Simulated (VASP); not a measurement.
# Zr2Te3Pd2 (P1) in VASP: relaxation of cell and atoms with PBE

Aim: the relaxation of cell and atoms of Zr2Te3Pd2 with PBE.

Everything below comes from runs of VASP 6.6.1. Logs are shortened: lines on timing, memory, paths and dates and some standing lists are left out, and cuts for length are marked.

## 1. The cell of the first run

The typed cell holds 7 atoms: a = 4.232 Å, b = 4.169 Å, c = 10.613 Å, α = 91.53°, β = 89.82°, γ = 120.37°.

## 2. Relaxation of cell and atoms, PBE

INCAR reads:

```
ALGO = Fast
EDIFF = 1E-6
EDIFFG = -0.025
ENCUT = 600
GGA = PE
IBRION = 2
ISIF = 3
ISMEAR = 0
LASPH = True
LCHARG = False
LREAL = False
LWAVE = False
NELM = 60
NSW = 80
PREC = Accurate
SIGMA = 0.2
```

KPOINTS reads:

```
k-points
0
Gamma
  6 6 2
```

POSCAR reads:

```
Zr2Te3Pd2
1.0
    4.2321082998      0.0047097837      0.0066935937
   -2.1119753576      3.5944910476     -0.0561949055
    0.0167623518     -0.1528179688     10.6116344514
Zr Te Pd
2 3 2
Direct
    0.3185855812      0.6905582505      0.1439683863
    0.6433307062      0.3054195634      0.8554460423
    0.3416801993      0.6361988220      0.6873072137
    0.7084742206      0.3455984903      0.3122742366
   -0.0105545517      0.0177213687      1.0026746867
    0.6642809898      0.3392733059      0.5652423139
    0.3342028547      0.6652301992      0.4330871206
```

Potentials or basis: VASP PAW PBE potentials, release 64 (Zr_sv, Te, Pd).

Launch:

```
$ cat potpaw_PBE.64/Zr_sv/POTCAR potpaw_PBE.64/Te/POTCAR potpaw_PBE.64/Pd/POTCAR > POTCAR
$ mpirun -np 1 vasp_std > vasp.out
```

OUTCAR:

```text
EDIFF = 1E-6
   EDIFFG = -0.025
   ENCUT = 600
   GGA = PE
   IBRION = 2
   ISIF = 3
   ISMEAR = 0
   LASPH = True
   LREAL = False
   NELM = 60
   NSW = 80
   PREC = Accurate

 ion  position               nearest neighbor table
   1  0.319  0.691  0.144-   5 2.81   5 2.84   4 2.88   5 2.89   4 2.93   7 3.08   4 3.25   2 3.83

   2  0.643  0.305  0.855-   5 2.81   5 2.87   3 2.94   3 2.96   5 2.96   6 3.09   3 3.13   1 3.83

   3  0.342  0.636  0.687-   6 2.59   7 2.70   6 2.79   6 2.88   2 2.94   2 2.96   2 3.13
   4  0.708  0.346  0.312-   7 2.61   6 2.69   7 2.80   7 2.82   1 2.88   1 2.93   1 3.25
   5  0.989  0.018  0.003-   1 2.81   2 2.81   1 2.84   2 2.87   1 2.89   2 2.96
   6  0.664  0.339  0.565-   3 2.59   4 2.69   7 2.77   3 2.79   7 2.79   7 2.83   3 2.88   2 3.09

   7  0.334  0.665  0.433-   4 2.61   3 2.70   6 2.77   6 2.79   4 2.80   4 2.82   6 2.83   1 3.08

  LATTYP: Found a triclinic cell.
 ALAT       =     4.2321162138
 B/A-ratio  =     1.7257301310
 C/A-ratio  =     3.2302480961
 COS(alpha) =     0.0001980105
 COS(beta)  =     0.3108450537
 COS(gamma) =     0.8702924115

  Lattice vectors:

 A1 = (   4.2321082998,   0.0047097837,   0.0066935937)
 A2 = (   6.3522412420,   3.6039106150,  -0.0428077181)
 A3 = (   4.2407130670,  -7.3418000640,  10.7240242624)

Analysis of symmetry for initial positions (statically):
=====================================================================
 Subroutine PRICEL returns:
 Original cell was already a primitive cell.

 Routine SETGRP: Setting up the symmetry group for a
 triclinic supercell.

 Subroutine GETGRP returns: Found  1 space group operations
 (whereof  1 operations were pure point group operations)
 out of a pool of  2 trial point group operations.

The static configuration has the point symmetry C_1 .

Analysis of symmetry for dynamics (positions and initial velocities):
=====================================================================
 Subroutine PRICEL returns:
 Original cell was already a primitive cell.

 Routine SETGRP: Setting up the symmetry group for a
 triclinic supercell.

 Subroutine GETGRP returns: Found  1 space group operations
 (whereof  1 operations were pure point group operations)
 out of a pool of  2 trial point group operations.

The dynamic configuration has the point symmetry C_1 .

 Subroutine INISYM returns: Found  1 space group operations
 (whereof  1 operations are pure point group operations),
 and found     1 'primitive' translations

----------------------------------------------------------------------------------------

                                     Primitive cell

  volume of cell :     161.4981

  direct lattice vectors                    reciprocal lattice vectors
     4.232108300  0.004709784  0.006693594     0.236131849  0.138766790  0.001625380
    -2.111975358  3.594491048 -0.056194906    -0.000315802  0.278080565  0.004005132
     0.016762352 -0.152817969 10.611634451    -0.000150619  0.001385071  0.094256374

  length of vectors
     4.232116214  4.169408072 10.612747997     0.273892523  0.278109586  0.094266671

  position of ions in fractional coordinates (direct lattice)
     0.318585581  0.690558250  0.143968386
     0.643330706  0.305419563  0.855446042
     0.341680199  0.636198822  0.687307214
     0.708474221  0.345598490  0.312274237
     0.989445448  0.017721369  0.002674687
     0.664280990  0.339273306  0.565242314
     0.334202855  0.665230199  0.433087121

  ion indices of the primitive-cell ions
   primitive index   ion index
                 1           1
                 2           2
                 3           3
                 4           4
                 5           5
                 6           6
                 7           7

----------------------------------------------------------------------------------------

 KPOINTS: k-points

Automatic generation of k-mesh.
 Grid dimensions read from file:
 generate k-points for:    6    6    2

 Generating k-lattice:

  Cartesian coordinates                     Fractional coordinates (reciprocal lattice)
     0.039355308  0.023127798  0.000270897     0.166666667  0.000000000  0.000000000
    -0.000052634  0.046346761  0.000667522     0.000000000  0.166666667  0.000000000
    -0.000075310  0.000692535  0.047128187    -0.000000000  0.000000000  0.500000000

  Length of vectors
     0.045648754  0.046351598  0.047133335

  Shift w.r.t. Gamma in fractional coordinates (k-lattice)
     0.000000000  0.000000000  0.000000000

 Subroutine IBZKPT returns following result:
 ===========================================

 Found     40 irreducible k-points:

 Following reciprocal coordinates:
            Coordinates               Weight
  0.000000  0.000000  0.000000      1.000000
  0.166667  0.000000 -0.000000      2.000000
  0.333333  0.000000 -0.000000      2.000000
  0.500000  0.000000  0.000000      1.000000
  0.000000  0.166667  0.000000      2.000000
  0.166667  0.166667  0.000000      2.000000
[... 16 lines left out ...]
  0.333333  0.000000  0.500000      2.000000
  0.500000  0.000000  0.500000      1.000000
 [... further k-points ...]
   k-points           NKPTS =     40   k-points in BZ     NKDIM =     40   number of bands    NBANDS=     37
   number of dos      NEDOS =    301   number of ions     NIONS =      7
   total plane-waves  NPLWV = 116640
   dimension x,y,z NGX =    36 NGY =   36 NGZ =   90
   dimension x,y,z NGXF=    72 NGYF=   72 NGZF=  180
   ions per type =               2   3   2
   NGX,Y,Z   is equivalent  to a cutoff of  14.14, 14.35, 14.10 a.u.
   NGXF,Y,Z  is equivalent  to a cutoff of  28.28, 28.71, 28.20 a.u.
 SYSTEM =  unknown system
   PREC   = accura    normal or accurate (medium, high low for compatibility)
   ISTART =      0    job   : 0-new  1-cont  2-samecut
   ICHARG =      2    charge: 1-file 2-atom 10-const
   ISPIN  =      1    spin polarized calculation?
   LNONCOLLINEAR =      F non collinear calculations
   LSORBIT =      F    spin-orbit coupling
   LASPH  =      T    aspherical Exc in radial PAW
   ENCUT  =  600.0 eV  44.10 Ry    6.64 a.u.   8.45  8.33 21.20*2*pi/ulx,y,z
   NELM   =     60;   NELMIN=  2; NELMDL= -5     # of ELM steps
   EDIFF  = 0.1E-05   stopping-criterion for ELM
   LREAL  =      F    real-space projection
   EDIFFG = -.3E-01   stopping-criterion for IOM
   NSW    =     80    number of steps for IOM
   IBRION =      2    ionic relax: 0-MD 1-quasi-New 2-CG
   NFREE  =      1    steps in history (QN), initial steepest desc. (CG)
   ISIF   =      3    stress and relaxation
   ISYM   =      2    0-nonsym 1-usesym 2-fastsym
   POTIM  = 0.5000    time-step for ionic-motion
   TEBEG  =    0.0;   TEEND  =   0.0 temperature during run
   PSTRESS=    0.0 pullay stress
   NELECT =      62.0000    total number of electrons
   NUPDOWN=      -1.0000    fix difference up-down
   EMIN   =  10.00;   EMAX   =-10.00  energy-range for DOS
   EFERMI =   0.00;   METHOD = LEGACY
   ISMEAR =     0;   SIGMA  =   0.20  broadening in eV -4-tet -1-fermi 0-gaus
   EFERMI_NEDOS =   21; number of points for ismear=-14 and -15
   IALGO  =     68    algorithm
   IMIX   =      4    mixing-type and parameters
     AMIX     =   0.40;   BMIX     =  1.00
     AMIX_MAG =   1.60;   BMIX_MAG =  1.00
  volume/ion in A,a.u.               =      23.07       155.69
  Fermi-wavevector in a.u.,A,eV,Ry     =   1.189825  2.248443 19.261531  1.415683
  Thomas-Fermi vector in A             =   2.325923
   LORBIT       =      0    0 simple, 1 ext, 2 COOP (PROOUT), +10 PAW based schemes
   GGA     = PE    functional components
   LHFCALC =     F    Hartree Fock is set to
   AEXX    =    0.0000 exact exchange contribution
   IVDW    =     0    specifies the selected vdW correction
   LEPSILON=     F    determine dielectric tensor
   LRPA    =     F    only Hartree local field effects (RPA)
 conjugate gradient relaxation of ions
 non-spin polarized calculation
 RMM-DIIS sequential band-by-band and
 Gauss-broadening in eV      SIGMA  =   0.20
  energy-cutoff  :      600.00
  volume of cell :      161.50
 maximum number of plane-waves:      5422
 NGX is ok and might be reduce to    36
   NGX = 17   NGY = 17   NGZ = 43

--------------------------------------- Ionic step        1  -------------------------------------------

 number of electron      62.0000001 magnetization

 Free energy of the ion-electron system (eV)
  ---------------------------------------------------
  ext. energy  EPLUGINS =         0.00000000
  ---------------------------------------------------
  free energy    TOTEN  =       -40.55609600 eV

  energy without entropy =      -40.50969618  energy(sigma->0) =      -40.53289609

------------------------ aborting loop because EDIFF is reached ----------------------------------------

  FORCE on cell =-STRESS in cart. coord.  units (eV):
  Direction    XX          YY          ZZ          XY          YZ          ZX
  --------------------------------------------------------------------------------------
  -------------------------------------------------------------------------------------
  Total        2.5780250      2.3185225      2.4589715     -0.2247155      1.0893461      0.0478940
  in kB       25.5758681     23.0014156     24.3947708     -2.2293400     10.8070994      0.4751427
  external PRESSURE =      24.3240182 kB  Pullay stress =       0.0000000 kB
[... 104 lines left out ...]
  FREE ENERGIE OF THE ION-ELECTRON SYSTEM (eV)
  ---------------------------------------------------
  free  energy   TOTEN  =       -40.7315966673 eV

  energy  without entropy=      -40.6837394113  energy(sigma->0) =      -40.70766804

[... ionic steps 4 to 15 ...]

--------------------------------------- Ionic step       16  -------------------------------------------

 number of electron      61.9999999 magnetization

------------------------ aborting loop because EDIFF is reached ----------------------------------------
[... 77 lines left out ...]
--------------------------------------- Ionic step       18  -------------------------------------------

 number of electron      61.9999999 magnetization

 Free energy of the ion-electron system (eV)
  ---------------------------------------------------
  ext. energy  EPLUGINS =         0.00000000
  ---------------------------------------------------
  free energy    TOTEN  =       -40.92954305 eV

  energy without entropy =      -40.88780155  energy(sigma->0) =      -40.90867230

 E-fermi :   8.9234     XC(G=0): -10.6651

 val. band max:        8.8944524537   @ k =   0.0000   0.0000   0.0000
 cond. band min:       8.9383723184   @ k =   0.3333   0.3333   0.0000
 fundamental gap:      0.0439198647
 Fermi energy:         8.9233615572

 k-point     1 :       0.0000    0.0000    0.0000
  band No.  band energies     occupation
      1     -40.9926      2.00000
      2     -40.9872      2.00000
      3     -19.0656      2.00000
      4     -19.0511      2.00000
      5     -19.0506      2.00000
      6     -19.0441      2.00000
[... 949 lines left out ...]
     36      10.1324      0.00000
     37      10.6352      0.00000

 [... further k-points ...]

------------------------ aborting loop because EDIFF is reached ----------------------------------------

  FORCE on cell =-STRESS in cart. coord.  units (eV):
  Direction    XX          YY          ZZ          XY          YZ          ZX
  --------------------------------------------------------------------------------------
  -------------------------------------------------------------------------------------
  Total       -0.0016442     -0.0086245      0.0213437     -0.0110299      0.0017716     -0.0095488
  in kB       -0.0160029     -0.0839436      0.2077415     -0.1073559      0.0172435     -0.0929394
  external PRESSURE =       0.0359317 kB  Pullay stress =       0.0000000 kB
[... 22 lines left out ...]
  FREE ENERGIE OF THE ION-ELECTRON SYSTEM (eV)
  ---------------------------------------------------
  free  energy   TOTEN  =       -40.9295430513 eV

  energy  without entropy=      -40.8878015491  energy(sigma->0) =      -40.90867230

 reached required accuracy - stopping structural energy minimisation
```

Run time: 49 min. Hardware: 1 thread of Intel Xeon 6975P-C (Granite Rapids), shared host; peak memory 0.57 GiB.

What came out:

```yaml
Free_energy: -40.9295 eV
Relaxed_volume: 23.52 Å³/atom
Relaxed_cell: a = 4.240 Å, b = 4.239 Å, c = 10.573 Å, α = 90.04°, β = 89.98°, γ = 119.97°
Space_group_after_relaxing_to_0.1_Å: P-3m1 (No. 164)
Energy_gained_by_relaxing: 53.3 meV/atom
Ionic_steps: 18
Pressure_after_relaxing: 0.0 GPa
Largest_force_after_relaxing: 0.020 eV/Å
Band_gap_on_the_k_mesh: zero (bands 31 and 32 overlap by 0.26 eV)
```

Forces on the atoms (eV/Å):
```
Zr   0.002 -0.014  0.010
Zr   0.000  0.000 -0.008
Te   0.000  0.010 -0.017
Te  -0.001  0.004  0.001
Te   0.008  0.008  0.006
Pd  -0.008  0.011  0.003
Pd  -0.001 -0.019  0.005
```

Step by step:
| step | energy change (eV) | largest force (eV/Å) | pressure (GPa) | volume (Å³) |
| --- | --- | --- | --- | --- |
| 1 | 0.0000 | 1.1161 | 2.43 | 161.50 |
| 2 | -0.1751 | 0.6071 | -2.71 | 169.81 |
| 3 | -0.1755 | 0.6315 | -2.48 | 169.36 |
| 4 | -0.3227 | 0.3392 | -0.44 | 165.28 |
| 5 | -0.3335 | 0.3567 | 0.43 | 163.92 |
| 6 | -0.3489 | 0.2393 | -0.06 | 164.82 |
| 7 | -0.3514 | 0.1772 | -0.32 | 165.35 |
| 8 | -0.3589 | 0.1437 | 0.25 | 164.36 |
| 9 | -0.3598 | 0.1318 | 0.48 | 163.95 |
| 10 | -0.3650 | 0.1165 | 0.07 | 164.61 |
| 11 | -0.3662 | 0.1293 | -0.24 | 165.13 |
| 12 | -0.3693 | 0.1111 | -0.07 | 164.79 |
| 13 | -0.3709 | 0.1059 | 0.17 | 164.34 |
| 14 | -0.3724 | 0.0642 | -0.12 | 164.83 |
| 15 | -0.3724 | 0.0540 | -0.21 | 164.98 |
| 16 | -0.3732 | 0.0389 | 0.03 | 164.56 |
| 17 | -0.3732 | 0.0390 | 0.02 | 164.57 |
| 18 | -0.3734 | 0.0201 | 0.00 | 164.61 |

Final structure:
```
CELL_PARAMETERS angstrom
4.23977 0.00148 0.00060
-2.11857 3.67137 -0.00179
0.00235 -0.00171 10.57304
ATOMIC_POSITIONS crystal
Zr 0.33332 0.66750 0.14607
Zr 0.66591 0.33273 0.85390
Te 0.33283 0.66547 0.68735
Te 0.66723 0.33414 0.31281
Te 0.99934 0.99982 0.99995
Pd 0.66699 0.33218 0.57694
Pd 0.33438 0.66816 0.42297
```

Levels at points of the mesh, in eV from the Fermi level:
| k point | band 28 | band 29 | band 30 | band 31 | band 32 | band 33 | band 34 | band 35 |
| --- | --- | --- | --- | --- | --- | --- | --- | --- |
| (0.00, 0.00, 0.00) | -0.87 | -0.48 | -0.47 | -0.15 | -0.04 | -0.03 | 0.86 | 0.86 |
| (0.50, 0.00, 0.00) | -1.65 | -1.41 | -0.93 | -0.46 | 0.50 | 0.78 | 1.04 | 1.13 |
| (0.00, 0.50, 0.00) | -1.65 | -1.42 | -0.93 | -0.46 | 0.51 | 0.78 | 1.04 | 1.13 |
| (0.50, 0.50, 0.00) | -1.65 | -1.40 | -0.92 | -0.46 | 0.51 | 0.79 | 1.04 | 1.13 |
| (0.00, 0.00, 0.50) | -1.34 | -0.37 | -0.36 | 0.04 | 0.05 | 0.56 | 0.68 | 0.68 |
| (0.50, 0.00, 0.50) | -1.71 | -1.69 | -1.08 | -0.27 | 0.73 | 0.79 | 0.91 | 1.00 |
| (0.00, 0.50, 0.50) | -1.71 | -1.70 | -1.08 | -0.27 | 0.73 | 0.79 | 0.92 | 1.01 |
| (0.50, 0.50, 0.50) | -1.70 | -1.70 | -1.08 | -0.27 | 0.73 | 0.80 | 0.92 | 1.01 |

Caveat: spin-orbit coupling is left out, which moves the levels of the heavy elements.
